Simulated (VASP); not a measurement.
Input of a VASP 6.6.1 run:

File INCAR:

```
ALGO = Normal
EDIFF = 1E-6
ENCUT = 500
GGA = PE
GGA_COMPAT = False
ISIF = 2
ISMEAR = 0
LASPH = True
LCHARG = False
LREAL = False
LWAVE = False
NBANDS = 17
NELM = 120
PREC = Accurate
SIGMA = 0.01
```

Contents of KPOINTS:

```
k-points
0
Gamma
  4 4 4
```

File POSCAR:

```
SnSe
1.0
    0.0000000000      3.0100000000      3.0100000000
    3.0100000000      0.0000000000      3.0100000000
    3.0100000000      3.0100000000      0.0000000000
Sn Se
1 1
Direct
    0.0000000000      0.0000000000      0.0000000000
    0.5000000000      0.5000000000      0.5000000000
```

Potentials or basis: VASP PAW PBE potentials, release 64 (Sn_d, Se).

The run is started by

```console
$ cat potpaw_PBE.64/Sn_d/POTCAR potpaw_PBE.64/Se/POTCAR > POTCAR
$ mpirun -np 1 vasp_std > vasp.out
```

(1) What does it give for the pressure?

(2) What does it give for the band gap on the k mesh?

Results:

(1) -0.4 GPa.

(2) 0.57 eV.

Caveat: the k points lie up to 0.45 Å⁻¹ apart; semilocal functionals underestimate gaps, and a narrow one can read as zero; spin-orbit coupling is left out, which moves the levels of the heavy elements.
